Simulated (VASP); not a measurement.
Wanted: the native input for a VASP 6.6.1 run.

- Task: single point
- Functional: PBE
- Potentials or basis: VASP PAW PBE potentials, release 64 (Cu_sv_GW, Mo_sv)
- Cutoff: 820 eV
- k mesh: 6 × 6 × 6
- Occupations: gaussian, width 0.1 eV
- Spin: no spin polarisation
- Dipole correction: no
- Further INCAR settings: ALGO = Normal; EDIFF = 1e-06; NBANDS = 53

The structure of Cu4Mo lies in POSCAR:

```
Cu4Mo
1.0
   -2.0677251800      2.0677251800      3.7882357600
    2.0677251800     -2.0677251800      3.7882357600
    2.0677251800      2.0677251800     -3.7882357600
Cu Mo
4 1
Direct
    0.7481527900      0.7481527900      0.0000000000
    0.5000000000      0.0000000000      0.5000000000
    0.0000000000      0.5000000000      0.5000000000
    0.2518472100      0.2518472100      0.0000000000
    0.0000000000      0.0000000000      0.0000000000
```

The cell was generated, and may not be a known phase.

The input as run:

INCAR

```
ALGO = Normal
EDIFF = 1E-6
ENCUT = 820
GGA = PE
GGA_COMPAT = F
ISIF = 2
ISMEAR = 0
LASPH = T
LCHARG = F
LREAL = F
LWAVE = F
NBANDS = 53
NELM = 120
PREC = Accurate
SIGMA = 0.1
```

KPOINTS

```
k-points
0
Gamma
  6 6 6
```

Potentials or basis: VASP PAW PBE potentials, release 64 (Cu_sv_GW, Mo_sv).

Launch:

```bash
$ cat potpaw_PBE.64/Cu_sv_GW/POTCAR potpaw_PBE.64/Mo_sv/POTCAR > POTCAR
$ mpirun -np 1 vasp_std > vasp.out
```

Results of the run:

* Pressure: 79.7 GPa
* Largest force: 13.142 eV/Å
* Band gap on the k mesh: zero (bands 45 and 46 overlap by 0.99 eV)

Caveat: atoms lie so close that the PAW spheres overlap strongly, which falsifies energies and pressures; the stress differs along the axes, from 63 to 112 GPa; forces of over 1 eV/Å act on the atoms, so gaps and moduli don't describe the material at rest.

Wall time 8.1 min on 1 thread of Intel(R) Xeon(R) Platinum 8259CL CPU @ 2.50GHz (Skylake/Cascade Lake), on a shared host, peak memory 0.45 GiB.
